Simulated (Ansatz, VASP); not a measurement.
TiAl: VASP beside Ansatz

The input INCAR:

```
SYSTEM = TiAl
PREC     = Accurate       ! precision mode
ENCUT    = 520            ! plane-wave cutoff, eV
EDIFF    = 1E-6           ! SCF threshold, eV
ISMEAR   = 0              ! smearing method
SIGMA    = 0.15           ! smearing width, eV
LREAL    = .FALSE.        ! projectors in reciprocal space
LASPH    = .TRUE.         ! aspherical terms in the spheres
NELM     = 80             ! most SCF steps
ALGO     = Fast           ! electronic algorithm
ISIF     = 2              ! what is computed and relaxed
LWAVE    = .FALSE.        ! write WAVECAR
LCHARG   = .FALSE.        ! write CHGCAR
GGA      = PS             ! functional
NBANDS   = 14             ! bands
```

The input KPOINTS:

```
Automatic mesh
0
G
  20 20 20
  0 0 0
```

The input POSCAR:

```
TiAl
1.0
    3.1564740774      0.0000000000      0.0000000000
    0.0000000000      3.1564740774      0.0000000000
    0.0000000000      0.0000000000      3.0617798551
Ti Al
1 1
Direct
    0.0000000000      0.0000000000      0.0000000000
    0.5000000000      0.5000000000      0.5000000000
```

Input for Ansatz:

```yaml
crystal:
  lattice:
    - [3.1564740774, 0.0, 0.0]
    - [0.0, 3.1564740774, 0.0]
    - [0.0, 0.0, 3.0617798551]
  atoms:
    - { symbol: Ti, position: [0.0, 0.0, 0.0] }
    - { symbol: Al, position: [0.5, 0.5, 0.5] }
basis:
  ecutwfc: 420
kpoints:
  mp_grid: { grid: [20, 20, 20] }
hamiltonian:
  xc: pbesol
scf:
  occupations: { method: gaussian, width: 0.15 }
output:
  forces: true
  stress: true
  eigenvalues: true
```

Change from the starting cell: strain +0.000 along x and y, -0.030 along z, atoms carried along.

Alike in both runs: task single point; functional PBEsol; k mesh 20 × 20 × 20; occupations gaussian, width 0.15 eV; no spin polarisation.

|  | VASP | Ansatz |
| --- | --- | --- |
| version | VASP 6.6.1 | Ansatz 0.2.0 |
| potentials or method | VASP PAW PBE potentials, release 64 (Ti_sv, Al), cutoff 520 eV | scalar-relativistic, plane waves, PAW |
| valence electrons in the cell | 15 | 15 |

|  | VASP | Ansatz | Ansatz less VASP |
| --- | --- | --- | --- |
| gap on the k mesh at the Fermi level (eV) | none | none | - |
| pressure (GPa) | 3.9 | 3.9 | -0.04 |
| traceless stress, the component that is largest in VASP (GPa) | -0.70 | -0.70 | -0.001 |

VASP's potentials were made for PBE, not for PBEsol. A gap of «none» marks a metal or a gap that the smearing closes. The functional is the same, so the differences come from potentials, cutoffs and numerics.
